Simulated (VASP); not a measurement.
Set up this calculation in VASP 6.6.1, as the native input.

| Property | Result |
| --- | --- |
| Task | relaxation of cell and atoms |
| Functional | PBE |
| Potentials or basis | VASP PAW PBE potentials, release 64 (Al, Ga_d, As) |
| Cutoff | 600 eV |
| k mesh | 4 × 4 × 2 |
| Occupations | gaussian, width 0.1 eV |
| Spin | no spin polarisation |
| Dipole correction | no |
| Further INCAR settings | ALGO = Normal; EDIFF = 1e-07; IBRION = 2; EDIFFG = -0.04; NSW = 90; ISIF = 3 |

The structure of AlGa3As4 lies in POSCAR:

```
AlGa3As4
1.0
    3.8919921500      0.0000000000      0.0000000000
    0.0000000000      3.8919921500      0.0000000000
    0.0000000000      0.0000000000     11.0082161600
Al Ga As
1 3 4
Direct
    0.0000000000      0.0000000000      0.0000000000
    0.5000000000      0.5000000000      0.2500000000
    0.0000000000      0.0000000000      0.5000000000
    0.5000000000      0.5000000000      0.7500000000
    0.5000000000      0.0000000000      0.1250000000
    0.0000000000      0.5000000000      0.3750000000
    0.5000000000      0.0000000000      0.6250000000
    0.0000000000      0.5000000000      0.8750000000
```

The input as run:

INCAR

```
SYSTEM = AlGa3As4
PREC = Accurate ; ENCUT = 600
EDIFF = 1E-7 ; ISMEAR = 0
SIGMA = 0.1 ; LREAL = .FALSE.
LASPH = .TRUE. ; NELM = 60
ALGO = Normal ; ISIF = 3
LWAVE = .FALSE. ; LCHARG = .FALSE.
GGA = PE ; IBRION = 2
NSW = 90 ; EDIFFG = -0.04
```

KPOINTS

```
Automatic mesh
0
G
  4 4 2
  0 0 0
```

Potentials or basis: VASP PAW PBE potentials, release 64 (Al, Ga_d, As).

Launch:

```console
$ cat potpaw_PBE.64/Al/POTCAR potpaw_PBE.64/Ga_d/POTCAR potpaw_PBE.64/As/POTCAR > POTCAR
$ mpirun -np 1 vasp_std > vasp.out
```

Results of the run:

The relaxed volume is 23.79 Å³/atom, the relaxed cell is a = 4.089 Å, b = 4.089 Å, c = 11.379 Å, α = 90.00°, β = 90.00°, γ = 90.00° and the space group after relaxing (to 0.1 Å) is P-4m2 (No. 115). The energy gained by relaxing is 88.3 meV/atom and the ionic steps are 6. The pressure after relaxing is -0.2 GPa. The largest force after relaxing is 0.035 eV/Å and the band gap on the k mesh is 0.45 eV.

Wall time 12 min on 1 thread of Intel Xeon 8259CL, with other jobs on the host, peak memory 0.35 GiB.
